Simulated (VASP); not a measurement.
# Bi2Se3 (R-3m) in VASP: further runs, part 2 of 2

VASP 6.6.1.

**3. Single point, PBE (strain +0.000 along x and y, +0.025 along z)**

INCAR

```
SYSTEM = Bi2Se3
ALGO = Normal
EDIFF = 1E-6
ENCUT = 520
GGA = PE
ISIF = 2
ISMEAR = 0
LASPH = .True.
LCHARG = .False.
LREAL = .False.
LWAVE = .False.
NBANDS = 32
NELM = 60
PREC = Accurate
SIGMA = 0.05
```

KPOINTS

```
k-points
0
Gamma
  6 6 6
  0 0 0
```

POSCAR

```
Bi2Se3
1.0
    2.0936564891      1.2087731376     10.6948803845
   -2.0936564891      1.2087731376     10.6948803845
    0.0000000000     -2.4175462751     10.6948803845
Bi Se
2 3
Direct
    0.3955941725      0.3955941725      0.3955941725
    0.6044058275      0.6044058275      0.6044058275
    0.0000000000      0.0000000000      0.0000000000
    0.2210304535      0.2210304535      0.2210304535
    0.7789695465      0.7789695465      0.7789695465
```

Potentials or basis: VASP PAW PBE potentials, release 64 (Bi_d, Se).

Launch:

```sh
$ cat potpaw_PBE.64/Bi_d/POTCAR potpaw_PBE.64/Se/POTCAR > POTCAR
$ mpirun -np 1 vasp_std > vasp.out
```

Run time: 10 min. Hardware: 1 thread of Intel Xeon 6975P-C (Granite Rapids), shared host; peak memory 1.1 GiB.

The run converged. Its results:

```
Free energy            : -20.2150 eV
Pressure               : -1.2 GPa
Largest force          : 0.255 eV/Å
Band gap on the k mesh : 0.79 eV (least direct gap 0.80 eV)
```

Forces on the atoms (eV/Å):
```
Bi   0.000  0.000  0.039
Bi   0.000  0.000 -0.039
Se   0.000  0.000  0.000
Se   0.000  0.000  0.255
Se   0.000  0.000 -0.255
```

Stress tensor (GPa, compression positive):
```
-0.88  0.00  0.00
 0.00 -0.88  0.00
 0.00  0.00 -1.74
```

Levels at points of the mesh, in eV from the valence-band top:
```csv
k point,band 21,band 22,band 23,band 24,band 25,band 26,band 27,band 28
"(0.00, 0.00, 0.00)",-1.07,-0.61,-0.61,-0.01,0.79,2.04,2.04,2.55
"(0.50, 0.00, 0.00)",-2.01,-1.25,-0.75,-0.45,1.43,2.56,2.95,3.34
"(0.50, 0.50, 0.00)",-1.61,-1.04,-0.84,-0.81,1.68,2.41,2.74,3.29
"(0.50, 0.50, 0.50)",-0.83,-0.64,-0.64,-0.34,0.94,2.10,2.10,2.50
```

Caveat: the cell differs from its parent crystal (strain +0.000 along x and y, +0.025 along z); spin-orbit coupling is left out, which moves the levels of the heavy elements. A k mesh can miss the band edges.

**4. Single point, PBE (strain +0.025 along x and y, -0.025 along z)**

INCAR

```
SYSTEM = Bi2Se3
ALGO = Normal ; EDIFF = 1E-6
ENCUT = 520 ; GGA = PE
ISIF = 2 ; ISMEAR = 0
LASPH = .True. ; LCHARG = .True.
LELF = .True. ; LREAL = .False.
LVHAR = .True. ; LWAVE = .False.
NBANDS = 32 ; NELM = 100
PREC = Accurate ; SIGMA = 0.05
```

KPOINTS is that of step 3.

Edit POSCAR of step 3 so:

```diff
@@ -2,5 +2,5 @@
 1.0
-    2.0936564891      1.2087731376     10.6948803845
-   -2.0936564891      1.2087731376     10.6948803845
-    0.0000000000     -2.4175462751     10.6948803845
+    2.1459979013      1.2389924660     10.1731789023
+   -2.1459979013      1.2389924660     10.1731789023
+    0.0000000000     -2.4779849320     10.1731789023
 Bi Se
```

Launch:

```sh
$ cat potpaw_PBE.64/Bi_d/POTCAR potpaw_PBE.64/Se/POTCAR > POTCAR
$ mpirun -np 1 vasp_std > vasp.out
```

It took 6.6 min on 1 thread of Intel Xeon 6975P-C (Granite Rapids), shared host; peak memory 0.95 GiB.

Results (log left out):

- Free energy: -20.1900 eV
- Pressure: -1.3 GPa
- Largest force: 0.089 eV/Å
- Band gap on the k mesh: 0.50 eV (least direct gap 0.51 eV)

Forces in eV/Å, atoms in the order of the input:
```
Bi   0.000  0.000  0.089
Bi   0.000  0.000 -0.089
Se   0.000  0.000  0.000
Se   0.000  0.000  0.051
Se   0.000  0.000 -0.051
```

Stress tensor (GPa, compression positive):
```
-1.90  0.00  0.00
 0.00 -1.90  0.00
 0.00  0.00 -0.11
```

Levels at points of the mesh, in eV from the valence-band top:
| k point | band 20 | band 21 | band 22 | band 23 | band 24 | band 25 | band 26 | band 27 | band 28 | band 29 |
| --- | --- | --- | --- | --- | --- | --- | --- | --- | --- | --- |
| (0.00, 0.00, 0.00) | -1.22 | -1.21 | -0.78 | -0.78 | -0.01 | 0.50 | 1.84 | 1.84 | 2.32 | 2.98 |
| (0.50, 0.00, 0.00) | -2.18 | -1.90 | -1.03 | -0.77 | -0.36 | 1.40 | 2.62 | 3.37 | 3.41 | 4.36 |
| (0.50, 0.50, 0.00) | -2.06 | -1.43 | -0.98 | -0.90 | -0.55 | 1.73 | 2.71 | 2.86 | 3.35 | 4.12 |
| (0.50, 0.50, 0.50) | -1.16 | -1.01 | -0.84 | -0.84 | -0.14 | 0.64 | 1.93 | 1.93 | 2.26 | 2.87 |

Caveat: the cell differs from its parent crystal (strain +0.025 along x and y, -0.025 along z); spin-orbit coupling is left out, which moves the levels of the heavy elements.

**5. Single point, PBE (strain +0.050 along x and y, -0.050 along z)**

INCAR

```
ALGO = Normal
EDIFF = 1E-7
ENCUT = 520
GGA = PE
ISIF = 2
ISMEAR = 0
LASPH = True
LCHARG = False
LREAL = False
LWAVE = False
NBANDS = 32
NELM = 60
PREC = Accurate
SIGMA = 0.05
```

KPOINTS

```
k-points
0
Gamma
  6 6 6
```

Edit POSCAR of step 4 so:

```diff
@@ -2,5 +2,5 @@
 1.0
-    2.1459979013      1.2389924660     10.1731789023
-   -2.1459979013      1.2389924660     10.1731789023
-    0.0000000000     -2.4779849320     10.1731789023
+    2.1983393135      1.2692117945      9.9123281612
+   -2.1983393135      1.2692117945      9.9123281612
+    0.0000000000     -2.5384235889      9.9123281612
 Bi Se
```

Launch:

```sh
$ cat potpaw_PBE.64/Bi_d/POTCAR potpaw_PBE.64/Se/POTCAR > POTCAR
$ mpirun -np 1 vasp_std > vasp.out
```

Run time: 7 min. Hardware: 1 thread of Intel Xeon 6975P-C (Granite Rapids), shared host; peak memory 0.93 GiB.

Results (log left out):

* Free energy: -20.0599 eV
* Pressure: -2.4 GPa
* Largest force: 0.167 eV/Å
* Band gap on the k mesh: 0.29 eV

Forces in eV/Å, atoms in the order of the input:
```
Bi   0.000  0.000  0.167
Bi   0.000  0.000 -0.167
Se   0.000  0.000  0.000
Se   0.000  0.000  0.098
Se   0.000  0.000 -0.098
```

Stress tensor (GPa, compression positive):
```
-3.55  0.00  0.00
 0.00 -3.55  0.00
 0.00  0.00 -0.24
```

Levels at points of the mesh, in eV from the valence-band top:
```csv
k point,band 22,band 23,band 24,band 25,band 26,band 27
"(0.00, 0.00, 0.00)",-0.87,-0.87,0.00,0.29,1.67,1.67
"(0.50, 0.00, 0.00)",-0.88,-0.75,-0.33,1.32,2.59,3.32
"(0.50, 0.50, 0.00)",-0.98,-0.91,-0.37,1.69,2.85,2.85
"(0.50, 0.50, 0.50)",-0.93,-0.93,-0.07,0.42,1.79,1.79
```

Caveat: the cell differs from its parent crystal (strain +0.050 along x and y, -0.050 along z); spin-orbit coupling is left out, which moves the levels of the heavy elements.

**6. Single point, PBE (strain +0.000 along x and y, +0.050 along z)**

INCAR

```
SYSTEM = Bi2Se3
  ALGO = Normal
  EDIFF = 1E-6
  ENCUT = 520
  GGA = PE
  ISIF = 2
  ISMEAR = 0
  LASPH = .True.
  LCHARG = .True.
  LELF = .True.
  LREAL = .False.
  LVHAR = .True.
  LWAVE = .False.
  NBANDS = 32
  NELM = 60
  PREC = Accurate
  SIGMA = 0.05
```

KPOINTS

```
k-points
0
Gamma
  6 6 6
  0 0 0
```

Edit POSCAR of step 5 so:

```diff
@@ -2,5 +2,5 @@
 1.0
-    2.1983393135      1.2692117945      9.9123281612
-   -2.1983393135      1.2692117945      9.9123281612
-    0.0000000000     -2.5384235889      9.9123281612
+    2.0936564891      1.2087731376     10.9557311256
+   -2.0936564891      1.2087731376     10.9557311256
+    0.0000000000     -2.4175462751     10.9557311256
 Bi Se
```

Potentials or basis: VASP PAW PBE potentials, release 64 (Bi_d, Se).

Launch:

```sh
$ cat potpaw_PBE.64/Bi_d/POTCAR potpaw_PBE.64/Se/POTCAR > POTCAR
$ mpirun -np 1 vasp_std > vasp.out
```

It took 9.9 min on 1 thread of Intel Xeon 6975P-C (Granite Rapids), shared host; peak memory 1.1 GiB.

It converged, with:

* Free energy: -20.1522 eV
* Pressure: -2.2 GPa
* Largest force: 0.512 eV/Å
* Band gap on the k mesh: 0.88 eV (least direct gap 0.89 eV)

Forces on the atoms (eV/Å):
```
Bi   0.000  0.000  0.094
Bi   0.000  0.000 -0.094
Se   0.000  0.000  0.000
Se   0.000  0.000  0.512
Se   0.000  0.000 -0.512
```

Stress tensor (GPa, compression positive):
```
-1.63  0.00  0.00
 0.00 -1.63  0.00
 0.00  0.00 -3.39
```

Levels at points of the mesh, in eV from the valence-band top:
```tsv
k point	band 21	band 22	band 23	band 24	band 25	band 26	band 27	band 28
(0.00, 0.00, 0.00)	-0.97	-0.48	-0.48	-0.01	0.88	2.10	2.10	2.59
(0.50, 0.00, 0.00)	-1.98	-1.25	-0.68	-0.46	1.43	2.52	2.77	3.27
(0.50, 0.50, 0.00)	-1.63	-1.02	-0.83	-0.75	1.64	2.33	2.68	3.22
(0.50, 0.50, 0.50)	-0.75	-0.51	-0.51	-0.40	1.04	2.15	2.15	2.54
```

Caveat: the cell differs from its parent crystal (strain +0.000 along x and y, +0.050 along z); spin-orbit coupling is left out, which moves the levels of the heavy elements. A k mesh can miss the band edges.

**7. Single point, PBE (strain +0.025 along x and y, +0.000 along z)**

INCAR

```
SYSTEM = Bi2Se3
  PREC = Accurate
  ENCUT = 520
  EDIFF = 1E-7
  ISMEAR = 0
  SIGMA = 0.05
  LREAL = .FALSE.
  LASPH = .TRUE.
  NELM = 100
  ALGO = Normal
  ISIF = 2
  LWAVE = .FALSE.
  LCHARG = .FALSE.
  GGA = PE
  NBANDS = 32
```

KPOINTS

```
Automatic mesh
0
G
  6 6 6
  0 0 0
```

Edit POSCAR of step 6 so:

```diff
@@ -2,5 +2,5 @@
 1.0
-    2.0936564891      1.2087731376     10.9557311256
-   -2.0936564891      1.2087731376     10.9557311256
-    0.0000000000     -2.4175462751     10.9557311256
+    2.1459979013      1.2389924660     10.4340296434
+   -2.1459979013      1.2389924660     10.4340296434
+    0.0000000000     -2.4779849320     10.4340296434
 Bi Se
```

Launch:

```sh
$ cat potpaw_PBE.64/Bi_d/POTCAR potpaw_PBE.64/Se/POTCAR > POTCAR
$ mpirun -np 1 vasp_std > vasp.out
```

It took 7 min on 1 thread of Intel Xeon 6975P-C (Granite Rapids), shared host; peak memory 0.93 GiB.

It converged, with:

```yaml
Free_energy: -20.1675 eV
Pressure: -2.3 GPa
Largest_force: 0.294 eV/Å
Band_gap_on_the_k_mesh: 0.59 eV (least direct gap 0.61 eV)
```

Forces on the atoms (eV/Å):
```
Bi   0.000  0.000  0.126
Bi   0.000  0.000 -0.126
Se   0.000  0.000  0.000
Se   0.000  0.000  0.294
Se   0.000  0.000 -0.294
```

Stress tensor (GPa, compression positive):
```
-2.68  0.00  0.00
 0.00 -2.68  0.00
 0.00  0.00 -1.66
```

Levels at points of the mesh, in eV from the valence-band top:
```csv
k point,band 22,band 23,band 24,band 25,band 26,band 27
"(0.00, 0.00, 0.00)",-0.68,-0.68,-0.01,0.59,1.90,1.90
"(0.50, 0.00, 0.00)",-1.04,-0.72,-0.37,1.41,2.57,3.17
"(0.50, 0.50, 0.00)",-0.93,-0.82,-0.63,1.72,2.59,2.78
"(0.50, 0.50, 0.50)",-0.72,-0.72,-0.20,0.74,1.98,1.98
```

Caveat: the cell differs from its parent crystal (strain +0.025 along x and y, +0.000 along z); spin-orbit coupling is left out, which moves the levels of the heavy elements. A k mesh can miss the band edges.

**8. Summary**

| cell | gap on the mesh (eV) | pressure (GPa) | largest force (eV/Å) |
| --- | --- | --- | --- |
| a = 10.217 Å, angles 24.2°, 5 atoms | 0.39 | -0.1 | 0.20 |
| a = 10.965 Å, angles 22.0°, 5 atoms | 0.79 | -1.2 | 0.26 |
| a = 10.471 Å, angles 23.7°, 5 atoms | 0.50 | -1.3 | 0.09 |
| a = 10.232 Å, angles 24.8°, 5 atoms | 0.29 | -2.4 | 0.17 |
| a = 11.219 Å, angles 21.5°, 5 atoms | 0.88 | -2.2 | 0.51 |
| a = 10.724 Å, angles 23.1°, 5 atoms | 0.59 | -2.3 | 0.29 |

Alike in all rows: task single point; level PBE; potentials or basis VASP PAW PBE potentials, release 64 (Bi_d, Se); no spin polarisation; k mesh 6 × 6 × 6; cutoff (eV) 520; smearing gaussian 0.05 eV.

Caveats: spin-orbit coupling is left out, which moves the levels of the heavy elements.

Absolute energies hang on the potentials; compare differences alone.
